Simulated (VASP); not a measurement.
A run of VASP 6.6.1 is set up as follows.

Contents of INCAR:

```
ALGO = Normal
EDIFF = 1E-6
ENCUT = 520
GGA = PS
ISIF = 2
ISMEAR = -1
ISPIN = 2
LASPH = True
LCHARG = True
LELF = True
LMAXMIX = 4
LORBIT = 11
LREAL = False
LVHAR = True
LWAVE = False
MAGMOM = 1.5 -1.5
NBANDS = 23
NELM = 150
PREC = Accurate
SIGMA = 0.05
```

KPOINTS

```
k-points
0
Gamma
  13 13 13
```

POSCAR

```
Cr
1.0
    0.0000000000      2.3682248402      2.3682248402
    2.3682248402      0.0000000000      2.3682248402
    2.3682248402      2.3682248402      0.0000000000
Cr
2
Direct
    0.0000000000      0.0000000000      0.0000000000
    0.5000000000      0.5000000000      0.5000000000
```

Potentials or basis: VASP PAW PBE potentials, release 64 (Cr_pv).

Run with:

```sh
$ cat potpaw_PBE.64/Cr_pv/POTCAR > POTCAR
$ mpirun -np 1 vasp_std > vasp.out
```

(1) Predict the band gap on the k mesh.

(2) Predict the pressure.

## Answers

(1) zero (filled and empty bands overlap).

(2) -9.1 GPa.

Caveat: the PAW data sets were made with another functional, which shifts forces and pressure a little.
